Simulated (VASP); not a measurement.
A run of VASP 6.6.1 is set up as follows.

File INCAR:

```
SYSTEM = BAs
PREC = Accurate
ENCUT = 520
EDIFF = 1E-7
ISMEAR = -1
SIGMA = 0.01
LREAL = .False.
LASPH = .True.
NELM = 60
ALGO = Normal
ISIF = 2
LWAVE = .False.
LCHARG = .True.
LELF = .True.
LVHAR = .True.
NBANDS = 11
```

The input KPOINTS:

```
regular mesh
0
Gamma
  11 11 11
  0 0 0
```

The input POSCAR:

```
BAs
1.0
    0.0000000000      2.3893770762      2.3893770762
    2.3893770762      0.0000000000      2.3893770762
    2.3893770762      2.3893770762      0.0000000000
B As
1 1
Direct
    0.7500000000      0.7500000000      0.7500000000
    0.0000000000      0.0000000000      0.0000000000
```

Potentials or basis: VASP PAW LDA potentials, release 64 (B, As).

Launch:

```sh
$ cat potpaw_LDA.64/B/POTCAR potpaw_LDA.64/As/POTCAR > POTCAR
$ mpirun -np 1 vasp_std > vasp.out
```

**Question.** Predict the band gap on the k mesh.

**Answer.** 1.15 eV, indirect (least direct gap 3.25 eV).

**Question.** What does it give for the pressure?

**Answer.** -3.2 GPa.

 A k mesh can miss the band edges.
